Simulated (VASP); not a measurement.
Runs of VASP 6.6.1 on W. The structure is that of space group Fd-3m (No. 227), or close to it. The cells are those of the table. This isn't the form of W at room conditions, which is bcc.

| task | cell | gap on the mesh (eV) | pressure (GPa) |
| --- | --- | --- | --- |
| single point | a = 4.036 Å, angles 60.0°, 2 atoms | none | 10.8 |
| relaxation of cell and atoms | relaxed from a = 3.875 Å, angles 60.0°, 2 atoms | none | 0.0 |
| relaxation of cell and atoms | relaxed to 20 GPa from a = 3.875 Å, angles 60.0°, 2 atoms | none | 19.9 |
| relaxation of cell and atoms | relaxed to 5 GPa from a = 3.875 Å, angles 60.0°, 2 atoms | none | 5.0 |
| single point | a = 3.958 Å, angles 60.0°, 2 atoms | none | (a) |
| single point | a = 4.140 Å, angles 60.0°, 2 atoms | none | 0.4 |
| single point | a = 4.084 Å, angles 60.0°, 2 atoms | none | 5.6 |
| relaxation of cell and atoms | relaxed to 10 GPa from a = 3.875 Å, angles 60.0°, 2 atoms | none | 10.1 |

Alike in all rows: level revPBE; potentials or basis VASP PAW PBE potentials, release 64 (W_sv); no spin polarisation; k mesh 7 × 7 × 7; cutoff (eV) 500; smearing fermi-dirac 0.05 eV.

Problem. Estimate the missing entries.

Solution. (a) 21.1.

Caveats: the PAW data sets were made with another functional, which shifts forces and pressure a little; spin-orbit coupling is left out, which moves the levels of the heavy elements; the cell stands under pressure (at least some runs); the cell is relaxed towards a set pressure, so the run minimises the enthalpy, not the energy (at least some runs).

A k mesh can miss the band edges, and the runs leave out spin-orbit coupling on W.

A gap of «none» marks levels without a gap at the run's occupations.
